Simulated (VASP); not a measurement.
Set up this calculation in VASP 6.6.1, as the native input.

| Quantity | Value |
| --- | --- |
| Task | single point |
| Functional | PBEsol |
| Potentials or basis | VASP PAW PBE potentials, release 64 (K_sv) |
| Cutoff | 520 eV |
| k mesh | 9 × 9 × 5 |
| Occupations | fermi-dirac, width 0.1 eV |
| Spin | no spin polarisation |
| Dipole correction | no |
| Further INCAR settings | ALGO = Normal; EDIFF = 1e-06; NBANDS = 16 |

The structure of K lies in POSCAR:

```
K
1.0
    4.7623960200      0.0000000000      0.0000000000
   -2.3811980100      4.1243559400      0.0000000000
    0.0000000000      0.0000000000      7.8299713200
K
2
Direct
    0.3333333333      0.6666666667      0.2500000000
    0.6666666667      0.3333333333      0.7500000000
```

This isn't the form of K at room conditions, which is bcc.

The input as run:

INCAR

```
SYSTEM = K
ALGO = Normal ; EDIFF = 1E-6
ENCUT = 520 ; GGA = PS
ISIF = 2 ; ISMEAR = -1
LASPH = .TRUE. ; LCHARG = .FALSE.
LREAL = .FALSE. ; LWAVE = .FALSE.
NBANDS = 16 ; NELM = 100
PREC = Accurate ; SIGMA = 0.1
```

KPOINTS

```
k-points
0
G
  9 9 5
  0 0 0
```

Potentials or basis: VASP PAW PBE potentials, release 64 (K_sv).

The run is started by

```bash
$ cat potpaw_PBE.64/K_sv/POTCAR > POTCAR
$ mpirun -np 1 vasp_std > vasp.out
```

It gave:

The pressure is -0.3 GPa and the band gap on the k mesh is zero (bands 9 and 10 overlap by 2.18 eV).

Caveat: the PAW data sets were made with another functional, which shifts forces and pressure a little.

Wall time 76 s on 1 thread of Intel Xeon 8259CL, with other jobs on the host, peak memory 0.28 GiB.
